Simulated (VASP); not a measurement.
Set up this calculation in VASP 6.6.1, as the native input.

```yaml
Task: single point
Functional: r2SCAN0
Potentials_or_basis: VASP PAW PBE potentials, release 64 (Sn_d)
Cutoff: 520 eV
k_mesh: 5 × 5 × 5
Occupations: fermi-dirac, width 0.05 eV
Spin: no spin polarisation
Dipole_correction: no
Grid_for_exact_exchange_PRECFOCK: Normal
Further_INCAR_settings: ALGO = Normal; EDIFF = 1e-06; NBANDS = 13
Share_of_exact_exchange: 0.25
```

The system is Sn.

```xyz
1
Lattice="-1.6664 1.7078 2.1828 1.7939 -1.8589 2.3917 1.6937 1.8854 -2.2976" Properties=species:S:1:pos:R:3 pbc="T T T"
Sn    0.0000    0.0000    0.0000
```

One way to write it, as run:

POSCAR

```
Sn
1.0
   -1.6664398100      1.7077874900      2.1828021800
    1.7938717800     -1.8589232500      2.3916531200
    1.6937133800      1.8854440200     -2.2975624100
Sn
1
Direct
    0.0000000000      0.0000000000      0.0000000000
```

INCAR.step1

```
SYSTEM = Sn
PREC = Accurate
ENCUT = 520
EDIFF = 1E-5
ISMEAR = -1
SIGMA = 0.05
LREAL = .FALSE.
LASPH = .TRUE.
NELM = 60
ALGO = Normal
ISIF = 2
LWAVE = .TRUE.
LCHARG = .FALSE.
GGA = PE
NBANDS = 13
```

INCAR.step2

```
SYSTEM = Sn
PREC = Accurate
ENCUT = 520
EDIFF = 1E-6
ISMEAR = -1
SIGMA = 0.05
LREAL = .FALSE.
LASPH = .TRUE.
NELM = 60
ALGO = Normal
ISIF = 2
LWAVE = .FALSE.
LCHARG = .FALSE.
METAGGA = R2SCAN
LHFCALC = .TRUE.
AEXX = 0.25
LMIXTAU = .TRUE.
PRECFOCK = Normal
ISTART = 1
NBANDS = 13
```

KPOINTS

```
Automatic mesh
0
G
  5 5 5
  0 0 0
```

Potentials or basis: VASP PAW PBE potentials, release 64 (Sn_d).

Command:

```console
$ cat potpaw_PBE.64/Sn_d/POTCAR > POTCAR
$ cp INCAR.step1 INCAR
$ mpirun -np 1 vasp_std > vasp.out
$ cp INCAR.step2 INCAR
$ mpirun -np 1 vasp_std > vasp.out
```

Results of the run:

```yaml
Pressure: -3.4 GPa
Band_gap_on_the_k_mesh: zero (bands 7 and 8 overlap by 9.29 eV)
```

Caveat: the k points lie up to 0.46 Å⁻¹ apart, too coarse for converged energies and pressures of a metal; the PAW data sets were made with another functional, which shifts forces and pressure a little; spin-orbit coupling is left out, which moves the levels of the heavy elements.

Wall time 41 min on 1 thread of Intel(R) Xeon(R) Platinum 8259CL CPU @ 2.50GHz (Skylake/Cascade Lake), on a shared host, peak memory 0.18 GiB.
